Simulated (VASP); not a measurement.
KF: single point with PBE-based global hybrid with 15 % exact exchange

KF:

```
K F
1.0
     0.00000    2.93540    2.93540
     2.93540    0.00000    2.93540
     2.93540    2.93540    0.00000
K F
1 1
Direct
  0.00000 0.00000 0.00000
  0.25000 0.25000 0.25000
```

- Program: VASP 6.6.1
- Task: single point
- Functional: PBE-based global hybrid with 15 % exact exchange
- Potentials or basis: VASP PAW PBE potentials, release 64 (K_sv, F)
- Cutoff: 520 eV
- k mesh: 4 × 4 × 4
- Occupations: gaussian, width 0.01 eV
- Spin: no spin polarisation

- Pressure: 0.7 GPa
- Band gap on the k mesh: 6.74 eV (least direct gap 6.95 eV)

Levels at points of the mesh, in eV from the valence-band top:
| k point | band 6 | band 7 | band 8 | band 9 | band 10 | band 11 |
| --- | --- | --- | --- | --- | --- | --- |
| (0.00, 0.00, 0.00) | -0.21 | -0.21 | -0.21 | 6.74 | 13.68 | 13.68 |
| (0.50, 0.00, 0.00) | -0.27 | -0.12 | -0.12 | 9.63 | 10.85 | 12.73 |
| (0.50, 0.50, 0.00) | -0.45 | 0.00 | 0.00 | 9.89 | 10.05 | 14.18 |

Wall time 5.4 min on 1 thread of Intel(R) Xeon(R) Platinum 8175M CPU @ 2.50GHz (Skylake/Cascade Lake), on a shared host, peak memory 0.18 GiB.

Caveat: the k points lie up to 0.46 Å⁻¹ apart; the PAW data sets were made with another functional, which shifts forces and pressure a little. A k mesh can miss the band edges.
